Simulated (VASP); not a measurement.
# Ti (Fm-3m) in VASP: notebook

Ti is run at these levels: LDA; tasks: single point.

Everything below comes from runs of VASP 6.6.1. Logs are shortened: lines on timing, memory, paths and dates and some standing lists are left out, and cuts for length are marked.

### Step 1. The cell of the first run

The structure is cubic, space group Fm-3m (No. 225). Conventional cell: a = 3.745 Å, b = 3.745 Å, c = 3.745 Å, α = 90.00°, β = 90.00°, γ = 90.00°. Within 3.5 Å of Ti (site symmetry m-3m) lie 12 Ti at 2.65 Å.

This isn't the form of Ti at room conditions, which is hcp.

### Step 2. Single point, LDA, collinear spin (13.13 Å³/atom)

INCAR reads:

```
PREC     = Accurate       # precision mode
ENCUT    = 520            # plane-wave cutoff, eV
EDIFF    = 1E-6           # SCF threshold, eV
ISMEAR   = 0              # smearing method
SIGMA    = 0.15           # smearing width, eV
LREAL    = False          # projectors in reciprocal space
LASPH    = True           # aspherical terms in the spheres
NELM     = 150            # most SCF steps
ALGO     = Normal         # electronic algorithm
ISIF     = 2              # what is computed and relaxed
LWAVE    = False          # write WAVECAR
LCHARG   = True           # write CHGCAR
ISPIN    = 2              # spin polarisation
MAGMOM   = 0.875          # initial moments
LORBIT   = 11             # projections on sites
NUPDOWN  = 0.875          # fixed moment
LMAXMIX  = 4              # l up to which the mixer works
LELF     = True           # ELF
LVHAR    = True         
NBANDS   = 16             # bands
```

KPOINTS reads:

```
regular mesh
0
Gamma
  22 22 22
```

POSCAR reads:

```
Ti
1.0
    0.0000000000      1.8724558086      1.8724558086
    1.8724558086      0.0000000000      1.8724558086
    1.8724558086      1.8724558086      0.0000000000
Ti
1
Direct
    0.0000000000      0.0000000000      0.0000000000
```

Potentials or basis: VASP PAW LDA potentials, release 64 (Ti_sv).

Command:

```console
$ cat potpaw_LDA.64/Ti_sv/POTCAR > POTCAR
$ mpirun -np 1 vasp_std > vasp.out
```

OUTCAR:

```text
PREC = Accurate
   ENCUT = 520
   EDIFF = 1E-6
   ISMEAR = 0
   LREAL = False
   LASPH = True
   NELM = 150
   ISIF = 2
   ISPIN = 2
   LORBIT = 11
   NUPDOWN = 0.875

 ion  position               nearest neighbor table
   1  0.000  0.000  0.000-

  LATTYP: Found a face centered cubic cell.
 ALAT       =     3.7449116172

  Lattice vectors:

 A1 = (   0.0000000000,   1.8724558086,   1.8724558086)
 A2 = (   1.8724558086,   0.0000000000,   1.8724558086)
 A3 = (   1.8724558086,   1.8724558086,   0.0000000000)

Analysis of symmetry for initial positions (statically):
=====================================================================
 Subroutine PRICEL returns:
 Original cell was already a primitive cell.

 Routine SETGRP: Setting up the symmetry group for a
 face centered cubic supercell.

 Subroutine GETGRP returns: Found 48 space group operations
 (whereof 48 operations were pure point group operations)
 out of a pool of 48 trial point group operations.

The static configuration has the point symmetry O_h .

Analysis of symmetry for dynamics (positions and initial velocities):
=====================================================================
 Subroutine PRICEL returns:
 Original cell was already a primitive cell.

 Routine SETGRP: Setting up the symmetry group for a
 face centered cubic supercell.

 Subroutine GETGRP returns: Found 48 space group operations
 (whereof 48 operations were pure point group operations)
 out of a pool of 48 trial point group operations.

The dynamic configuration has the point symmetry O_h .

Analysis of structural, dynamic, and magnetic symmetry:
=====================================================================
 Subroutine PRICEL returns:
 Original cell was already a primitive cell.

 Routine SETGRP: Setting up the symmetry group for a
 face centered cubic supercell.

 Subroutine GETGRP returns: Found 48 space group operations
 (whereof 48 operations were pure point group operations)
 out of a pool of 48 trial point group operations.

The overall configuration has the point symmetry O_h .

 Subroutine INISYM returns: Found 48 space group operations
 (whereof 48 operations are pure point group operations),
 and found     1 'primitive' translations

----------------------------------------------------------------------------------------

                                     Primitive cell

  volume of cell :      13.1300

  direct lattice vectors                    reciprocal lattice vectors
     0.000000000  1.872455809  1.872455809    -0.267028999  0.267028999  0.267028999
     1.872455809  0.000000000  1.872455809     0.267028999 -0.267028999  0.267028999
     1.872455809  1.872455809  0.000000000     0.267028999  0.267028999 -0.267028999

  length of vectors
     2.648052399  2.648052399  2.648052399     0.462507793  0.462507793  0.462507793

  position of ions in fractional coordinates (direct lattice)
     0.000000000  0.000000000  0.000000000

  ion indices of the primitive-cell ions
   primitive index   ion index
                 1           1

----------------------------------------------------------------------------------------

 KPOINTS: regular mesh

Automatic generation of k-mesh.
 Grid dimensions read from file:
 generate k-points for:   22   22   22

 Generating k-lattice:

  Cartesian coordinates                     Fractional coordinates (reciprocal lattice)
    -0.012137682  0.012137682  0.012137682     0.045454545  0.000000000  0.000000000
     0.012137682 -0.012137682  0.012137682     0.000000000  0.045454545  0.000000000
     0.012137682  0.012137682 -0.012137682     0.000000000  0.000000000  0.045454545

  Length of vectors
     0.021023082  0.021023082  0.021023082

  Shift w.r.t. Gamma in fractional coordinates (k-lattice)
     0.000000000  0.000000000  0.000000000

 Subroutine IBZKPT returns following result:
 ===========================================

 Found    328 irreducible k-points:

 Following reciprocal coordinates:
            Coordinates               Weight
  0.000000  0.000000  0.000000      1.000000
  0.045455  0.000000  0.000000      8.000000
  0.090909  0.000000  0.000000      8.000000
  0.136364  0.000000  0.000000      8.000000
  0.181818  0.000000  0.000000      8.000000
  0.227273  0.000000  0.000000      8.000000
[... 16 lines left out ...]
  0.500000  0.045455  0.000000     24.000000
 -0.454545  0.045455  0.000000     24.000000
 [... further k-points ...]
   k-points           NKPTS =    328   k-points in BZ     NKDIM =    328   number of bands    NBANDS=     16
   number of dos      NEDOS =    301   number of ions     NIONS =      1
   total plane-waves  NPLWV =   8000
   dimension x,y,z NGX =    20 NGY =   20 NGZ =   20
   dimension x,y,z NGXF=    40 NGYF=   40 NGZF=   40
   ions per type =               1
   NGX,Y,Z   is equivalent  to a cutoff of  12.56, 12.56, 12.56 a.u.
   NGXF,Y,Z  is equivalent  to a cutoff of  25.11, 25.11, 25.11 a.u.
 SYSTEM =  unknown system
   PREC   = accura    normal or accurate (medium, high low for compatibility)
   ISTART =      0    job   : 0-new  1-cont  2-samecut
   ICHARG =      2    charge: 1-file 2-atom 10-const
   ISPIN  =      2    spin polarized calculation?
   LNONCOLLINEAR =      F non collinear calculations
   LSORBIT =      F    spin-orbit coupling
   LASPH  =      T    aspherical Exc in radial PAW
   ENCUT  =  520.0 eV  38.22 Ry    6.18 a.u.   4.92  4.92  4.92*2*pi/ulx,y,z
   NELM   =    150;   NELMIN=  2; NELMDL= -5     # of ELM steps
   EDIFF  = 0.1E-05   stopping-criterion for ELM
   LREAL  =      F    real-space projection
   EDIFFG = 0.1E-04   stopping-criterion for IOM
   NSW    =      0    number of steps for IOM
   IBRION =     -1    ionic relax: 0-MD 1-quasi-New 2-CG
   NFREE  =      0    steps in history (QN), initial steepest desc. (CG)
   ISIF   =      2    stress and relaxation
   ISYM   =      2    0-nonsym 1-usesym 2-fastsym
   POTIM  = 0.5000    time-step for ionic-motion
   TEBEG  =    0.0;   TEEND  =   0.0 temperature during run
   PSTRESS=    0.0 pullay stress
   NELECT =      12.0000    total number of electrons
   NUPDOWN=       0.8750    fix difference up-down
   EMIN   =  10.00;   EMAX   =-10.00  energy-range for DOS
   EFERMI =   0.00;   METHOD = LEGACY
   ISMEAR =     0;   SIGMA  =   0.15  broadening in eV -4-tet -1-fermi 0-gaus
   EFERMI_NEDOS =   21; number of points for ismear=-14 and -15
   IALGO  =     38    algorithm
   IMIX   =      4    mixing-type and parameters
     AMIX     =   0.40;   BMIX     =  1.00
     AMIX_MAG =   1.60;   BMIX_MAG =  1.00
  volume/ion in A,a.u.               =      13.13        88.61
  Fermi-wavevector in a.u.,A,eV,Ry     =   1.588719  3.002243 34.341473  2.524027
  Thomas-Fermi vector in A             =   2.687679
   LORBIT       =     11    0 simple, 1 ext, 2 COOP (PROOUT), +10 PAW based schemes
   GGA     = CA    functional components
   LHFCALC =     F    Hartree Fock is set to
   AEXX    =    0.0000 exact exchange contribution
   IVDW    =     0    specifies the selected vdW correction
   LEPSILON=     F    determine dielectric tensor
   LRPA    =     F    only Hartree local field effects (RPA)
 spin polarized calculation
 Gauss-broadening in eV      SIGMA  =   0.15
  energy-cutoff  :      520.00
  volume of cell :       13.13
 maximum number of plane-waves:       365
   NGX =  9   NGY =  9   NGZ =  9

 number of electron      12.0000006 magnetization       0.8750001

 Free energy of the ion-electron system (eV)
  ---------------------------------------------------
  ext. energy  EPLUGINS =         0.00000000
  ---------------------------------------------------
  free energy    TOTEN  =        -8.05588998 eV

  energy without entropy =       -8.04255634  energy(sigma->0) =       -8.04922316

 E-fermi :  10.7936     XC(G=0): -13.1730

 val. band max:       11.7096187512   @ k =   0.5000   0.1818   0.0455
 cond. band min:      10.7964161044   @ k =   0.5000   0.2273   0.0909
 fundamental gap:     -0.9132026469
 Fermi energy:        11.7109040229

 spin component 1

 k-point     1 :       0.0000    0.0000    0.0000
  band No.  band energies     occupation
      1     -44.6172      1.00000
      2     -20.2984      1.00000
      3     -20.2984      1.00000
      4     -20.2984      1.00000
      5       4.5254      1.00000
      6      11.9963      0.00356
[... 8 lines left out ...]
     15      38.3902      0.00000
     16      41.4935      0.00000

 k-point     2 :       0.0455    0.0000    0.0000
  band No.  band energies     occupation
      1     -44.6097      1.00000
      2     -20.3341      1.00000
      3     -20.3025      1.00000
      4     -20.3025      1.00000
      5       4.6151      1.00000
      6      11.9352      0.01725
[... 8 lines left out ...]
     15      38.9990      0.00000
     16      41.4169      0.00000

 k-point     3 :       0.0909    0.0000    0.0000
  band No.  band energies     occupation
      1     -44.5877      1.00000
      2     -20.4375      1.00000
      3     -20.3144      1.00000
      4     -20.3144      1.00000
      5       4.8773      1.00000
      6      11.7663      0.30085
[... 8 lines left out ...]
     15      39.6080      0.00000
     16      41.1674      0.00000
[... 362 lines left out ...]
 k-point    23 :       0.5000    0.0455    0.0000
  band No.  band energies     occupation
      1     -44.2303      1.00000
      2     -21.9308      1.00000
      3     -20.5178      1.00000
      4     -20.5037      1.00000
      5       7.7931      1.00000
      6      11.6726      0.64107
[... 8 lines left out ...]
     15      38.5254      0.00000
     16      38.5818      0.00000

 k-point    24 :      -0.4545    0.0455    0.0000
  band No.  band energies     occupation
      1     -44.2329      1.00000
      2     -21.9204      1.00000
      3     -20.5225      1.00000
      4     -20.4963      1.00000
      5       7.7932      1.00000
      6      11.6921      0.57019
[... 8 lines left out ...]
     15      38.4828      0.00000
     16      38.5521      0.00000

 [... further k-points ...]

 spin component 2

 k-point     1 :       0.0000    0.0000    0.0000
  band No.  band energies     occupation
      1     -44.0868      1.00000
      2     -19.7708      1.00000
      3     -19.7708      1.00000
      4     -19.7708      1.00000
      5       5.1224      1.00000
      6      12.5891      0.00000
[... 8 lines left out ...]
     15      38.9312      0.00000
     16      42.1110      0.00000

 k-point     2 :       0.0455    0.0000    0.0000
  band No.  band energies     occupation
      1     -44.0793      1.00000
      2     -19.8062      1.00000
      3     -19.7748      1.00000
      4     -19.7748      1.00000
      5       5.2119      1.00000
      6      12.5287      0.00000
[... 8 lines left out ...]
     15      39.5406      0.00000
     16      42.0346      0.00000

 k-point     3 :       0.0909    0.0000    0.0000
  band No.  band energies     occupation
      1     -44.0574      1.00000
      2     -19.9091      1.00000
      3     -19.7867      1.00000
      4     -19.7867      1.00000
      5       5.4740      1.00000
      6      12.3620      0.00000
[... 8 lines left out ...]
     15      40.1782      0.00000
     16      41.7856      0.00000
[... 362 lines left out ...]
 k-point    23 :       0.5000    0.0455    0.0000
  band No.  band energies     occupation
      1     -43.7016      1.00000
      2     -21.3952      1.00000
      3     -19.9888      1.00000
      4     -19.9747      1.00000
      5       8.4153      1.00000
      6      12.2064      0.00000
[... 8 lines left out ...]
     15      39.0835      0.00000
     16      39.1387      0.00000

 k-point    24 :      -0.4545    0.0455    0.0000
  band No.  band energies     occupation
      1     -43.7043      1.00000
      2     -21.3848      1.00000
      3     -19.9935      1.00000
      4     -19.9675      1.00000
      5       8.4152      1.00000
      6      12.2266      0.00000
[... 8 lines left out ...]
     15      39.0390      0.00000
     16      39.1108      0.00000

 [... further k-points ...]

------------------------ aborting loop because EDIFF is reached ----------------------------------------

  FORCE on cell =-STRESS in cart. coord.  units (eV):
  Direction    XX          YY          ZZ          XY          YZ          ZX
  --------------------------------------------------------------------------------------
  -------------------------------------------------------------------------------------
  Total        3.1489329      3.1489329      3.1489329     -0.0000000      0.0000000      0.0000000
  in kB      384.2459187    384.2459187    384.2459187     -0.0000000      0.0000000      0.0000000
  external PRESSURE =     384.2459187 kB  Pullay stress =       0.0000000 kB

 VOLUME and BASIS-vectors are now :
 -----------------------------------------------------------------------------
  energy-cutoff  :      520.00
  volume of cell :       13.13
      direct lattice vectors                 reciprocal lattice vectors
     0.000000000  1.872455809  1.872455809    -0.267028999  0.267028999  0.267028999
     1.872455809  0.000000000  1.872455809     0.267028999 -0.267028999  0.267028999
     1.872455809  1.872455809  0.000000000     0.267028999  0.267028999 -0.267028999

 POSITION                                       TOTAL-FORCE (eV/Angst)
 -----------------------------------------------------------------------------------
      0.00000      0.00000      0.00000        -0.000000     -0.000000      0.000000
 -----------------------------------------------------------------------------------
    total drift:                                0.000000     -0.000000      0.000000

  FREE ENERGIE OF THE ION-ELECTRON SYSTEM (eV)
  ---------------------------------------------------
  free  energy   TOTEN  =        -8.0558899789 eV

  energy  without entropy=       -8.0425563398  energy(sigma->0) =       -8.04922316

 total charge

# of ion       s       p       d       tot
------------------------------------------
    1        2.317   6.168   2.219  10.704

 magnetization (x)

# of ion       s       p       d       tot
------------------------------------------
    1        0.012   0.078   0.586   0.675
```

It took 3.7 min on 1 thread of Intel Xeon Platinum 8259CL at 2.50GHz (Skylake/Cascade Lake), shared host; peak memory 0.2 GiB.

What came out:

```
Free energy                                           : -8.0559 eV
Pressure                                              : 38.4 GPa
Net moment                                            : 0.88 μB per cell
Site moments                                          : Ti +0.68 μB
Valence electrons inside the program's atomic spheres : Ti 10.70
```

Caveat: the cell stands under pressure; the total moment is fixed, so each spin has its own Fermi level.

### Step 3. Single point, LDA, collinear spin (13.13 Å³/atom)

INCAR reads:

```
SYSTEM = Ti
  PREC = Accurate
  ENCUT = 520
  EDIFF = 1E-6
  ISMEAR = 0
  SIGMA = 0.15
  LREAL = .False.
  LASPH = .True.
  NELM = 150
  ALGO = Normal
  ISIF = 2
  LWAVE = .False.
  LCHARG = .True.
  ISPIN = 2
  MAGMOM = 0.125
  LORBIT = 11
  NUPDOWN = 0.125
  LMAXMIX = 4
  LELF = .True.
  LVHAR = .True.
  NBANDS = 16
```

KPOINTS reads:

```
Automatic mesh
0
Gamma
  22 22 22
  0 0 0
```

POSCAR is that of step 2.

Potentials or basis: VASP PAW LDA potentials, release 64 (Ti_sv).

Command:

```console
$ cat potpaw_LDA.64/Ti_sv/POTCAR > POTCAR
$ mpirun -np 1 vasp_std > vasp.out
```

Wall time 2.7 min (1 thread of Intel Xeon Platinum 8259CL at 2.50GHz (Skylake/Cascade Lake), shared host); peak memory 0.2 GiB.

It converged, with:

| Property | Result |
| --- | --- |
| Free energy | -8.2454 eV |
| Pressure | 33.2 GPa |
| Net moment | 0.12 μB per cell |
| Site moments | Ti +0.10 μB |
| Valence electrons inside the program's atomic spheres | Ti 10.70 |

Caveat: the cell stands under pressure; the total moment is fixed, so each spin has its own Fermi level.

### Step 4. Single point, LDA, collinear spin (13.13 Å³/atom)

INCAR reads:

```
  PREC = Accurate
  ENCUT = 520
  EDIFF = 1E-6
  ISMEAR = 0
  SIGMA = 0.15
  LREAL = F
  LASPH = T
  NELM = 150
  ALGO = Fast
  ISIF = 2
  LWAVE = F
  LCHARG = F
  ISPIN = 2
  MAGMOM = 0.375
  LORBIT = 11
  NUPDOWN = 0.375
  LMAXMIX = 4
  GGA = CA
  NBANDS = 16
```

KPOINTS reads:

```
regular mesh
0
Gamma
  22 22 22
```

POSCAR is that of step 3.

Command:

```console
$ cat potpaw_LDA.64/Ti_sv/POTCAR > POTCAR
$ mpirun -np 1 vasp_std > vasp.out
```

It took 4 min on 1 thread of Intel Xeon Platinum 8259CL at 2.50GHz (Skylake/Cascade Lake), shared host; peak memory 0.2 GiB.

The run converged. Its results:

- Free energy: -8.2147 eV
- Pressure: 34.1 GPa
- Net moment: 0.38 μB per cell
- Site moments: Ti +0.29 μB
- Valence electrons inside the program's atomic spheres: Ti 10.70

Caveat: the cell stands under pressure; the total moment is fixed, so each spin has its own Fermi level.

[end of part 1 of 2]
